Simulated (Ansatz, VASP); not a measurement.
## One calculation of SbS3, two programs

```xyz
4
Lattice="4.6509 0.0000 0.0000 0.0000 4.6509 0.0000 0.0000 0.0000 4.6509" Properties=species:S:1:pos:R:3 pbc="T T T"
Sb    0.0000    0.0000    0.0000
S     0.0000    2.3254    2.3254
S     2.3254    0.0000    2.3254
S     2.3254    2.3254    0.0000
```

Change from the starting cell: species swapped into the Ce3Sn type (Pm-3m, No. 221).

Alike in both runs: task relaxation of cell and atoms; functional PBE; k mesh 4 × 4 × 4; occupations gaussian, width 0.1 eV; no spin polarisation.

|  | VASP | Ansatz |
| --- | --- | --- |
| version | VASP 6.6.1 | Ansatz 0.2.0 |
| potentials or method | VASP PAW PBE potentials, release 64 (Sb, S), cutoff 600 eV | scalar-relativistic, plane waves, PAW |
| valence electrons in the cell | 23 | 33 |

```csv
,VASP,Ansatz,Ansatz less VASP
"gap on the k mesh at the Fermi level, each at its own relaxed structure (eV)",none,none,-
relaxed volume (Å³/atom),19.03,19.09,+0.055
relaxed cell length with the largest relative difference (Å),4.238,4.242,+0.0041
```

A gap of «none» marks a metal or a gap that the smearing closes. VASP's potentials hold 23 valence electrons a cell and Ansatz's 33, so a difference there can come from the potentials and not from the codes.

Neither program's run includes spin-orbit coupling. Noted on VASP's run: the volume moved by over 15 % at a fixed basis, so the end points are rough.
